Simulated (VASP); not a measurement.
Zr:

```
CELL_PARAMETERS angstrom
-1.70841 1.70841 1.70841
1.70841 -1.70841 1.70841
1.70841 1.70841 -1.70841
ATOMIC_POSITIONS crystal
Zr 0.00000 0.00000 0.00000
```

This isn't the form of Zr at room conditions, which is hcp.

| Property | Result |
| --- | --- |
| Program | VASP 6.6.1 |
| Task | relaxation of cell and atoms |
| Functional | PBEsol |
| Potentials or basis | VASP PAW PBE potentials, release 64 (Zr_sv) |
| Cutoff | 600 eV |
| k mesh | 8 × 8 × 8 |
| Occupations | gaussian, width 0.1 eV |
| Spin | no spin polarisation |

At the start: pressure 10.7 GPa; volume 19.95 Å³/atom.

How do energy, volume and symmetry change on relaxing?

Over 3 steps the energy falls by 64.1 meV/atom and the volume is 22.02 Å³/atom (+10.4 %); space group Im-3m (No. 229, to 0.1 Å) before and after.

The path:
```csv
step,energy change (eV),largest force (eV/Å),pressure (GPa),volume (Å³)
1,0.0000,0.0000,10.75,19.95
2,-0.0140,0.0000,-7.37,24.06
3,-0.0641,0.0000,-0.08,22.02
```

Final structure:
```yaml
crystal:
  lattice:
    - [-1.76582, 1.76582, 1.76582]
    - [1.76582, -1.76582, 1.76582]
    - [1.76582, 1.76582, -1.76582]
  atoms:
    - { symbol: Zr, position: [0.00000, 0.00000, 0.00000] }
```

Caveat: the PAW data sets were made with another functional, which shifts forces and pressure a little.
